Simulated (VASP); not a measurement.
Input of a VASP 6.6.1 run:

Contents of INCAR:

```
SYSTEM = CdTe
PREC     = Accurate       ! precision mode
ENCUT    = 520            ! plane-wave cutoff, eV
EDIFF    = 1E-6           ! SCF threshold, eV
ISMEAR   = 0              ! smearing method
SIGMA    = 0.05           ! smearing width, eV
LREAL    = .FALSE.        ! projectors in reciprocal space
LASPH    = .TRUE.         ! aspherical terms in the spheres
NELM     = 60             ! most SCF steps
ALGO     = Normal         ! electronic algorithm
ISIF     = 2              ! what is computed and relaxed
LWAVE    = .FALSE.        ! write WAVECAR
LCHARG   = .TRUE.         ! write CHGCAR
GGA      = PE             ! functional
LELF     = .TRUE.         ! ELF
LVHAR    = .TRUE.       
NBANDS   = 16             ! bands
```

The input KPOINTS:

```
regular mesh
0
G
  10 10 10
  0 0 0
```

The input POSCAR:

```
CdTe
1.0
    0.0000000000      3.3086866831      3.2590563829
    3.3086866831      0.0000000000      3.2590563829
    3.3086866831      3.3086866831      0.0000000000
Cd Te
1 1
Direct
    0.0000000000      0.0000000000      0.0000000000
    0.7500000000      0.7500000000      0.7500000000
```

Potentials or basis: VASP PAW PBE potentials, release 64 (Cd, Te).

Command:

```sh
$ cat potpaw_PBE.64/Cd/POTCAR potpaw_PBE.64/Te/POTCAR > POTCAR
$ mpirun -np 1 vasp_std > vasp.out
```

Q: What does it give for the pressure?

A: 0.7 GPa.

Q: Estimate the band gap on the k mesh.

A: 0.60 eV.

Stress tensor (GPa, compression positive):
```
0.61 0.00 0.00
0.00 0.61 0.00
0.00 0.00 0.84
```

Caveat: the cell differs from its parent crystal (strain +0.000 along x and y, -0.015 along z); spin-orbit coupling is left out, which moves the levels of the heavy elements.
